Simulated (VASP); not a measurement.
Set up this calculation in VASP 6.6.1, as the native input.

| Quantity | Value |
| --- | --- |
| Task | electric field gradients |
| Functional | PBEsol |
| Potentials or basis | VASP PAW PBE potentials, release 64 (Ti_sv) |
| Cutoff | 520 eV |
| k mesh | 13 × 13 × 7 |
| Occupations | fermi-dirac, width 0.08 eV |
| Spin | no spin polarisation |
| Dipole correction | no |
| Further INCAR settings | ALGO = Normal; EDIFF = 1e-08; NBANDS = 19 |

The structure of Ti lies in POSCAR:

```
Ti
1.0
    2.9499978604      0.0000000000      0.0000000000
   -1.4749989302      2.5547730882      0.0000000000
    0.0000000000      0.0000000000      4.7797200000
Ti
2
Direct
    0.3333333333      0.6666666667      0.2500000000
    0.6666666667      0.3333333333      0.7500000000
```

This cell differs from its parent crystal: zz strain of +2 %.

The input as run:

INCAR

```
SYSTEM = Ti
PREC     = Accurate       ! precision mode
ENCUT    = 520            ! plane-wave cutoff, eV
EDIFF    = 1E-8           ! SCF threshold, eV
ISMEAR   = -1             ! smearing method
SIGMA    = 0.08           ! smearing width, eV
LREAL    = .FALSE.        ! projectors in reciprocal space
LASPH    = .TRUE.         ! aspherical terms in the spheres
NELM     = 100            ! most SCF steps
ALGO     = Normal         ! electronic algorithm
ISIF     = 2              ! what is computed and relaxed
LWAVE    = .FALSE.        ! write WAVECAR
LCHARG   = .FALSE.        ! write CHGCAR
GGA      = PS             ! functional
LEFG     = .TRUE.       
NBANDS   = 19             ! bands
```

KPOINTS

```
regular mesh
0
G
  13 13 7
  0 0 0
```

Potentials or basis: VASP PAW PBE potentials, release 64 (Ti_sv).

Command:

```sh
$ cat potpaw_PBE.64/Ti_sv/POTCAR > POTCAR
$ mpirun -np 1 vasp_std > vasp.out
```

Results of the run:

```
Pressure               : -7.9 GPa
Band gap on the k mesh : zero (band 12 reaches 8.56 eV, above the bottom of band 13 at 7.53 eV)
```

Caveat: the cell differs from its parent crystal (zz strain of +2 %); without QUAD_EFG the Cq values of the log hold for a quadrupole moment of 1 mb, not for the nuclei; the PAW data sets were made with another functional, which shifts forces and pressure a little.

Run time: 26 s on 1 thread of Intel(R) Xeon(R) 6975P-C (Granite Rapids), on a shared host, peak memory 0.18 GiB.
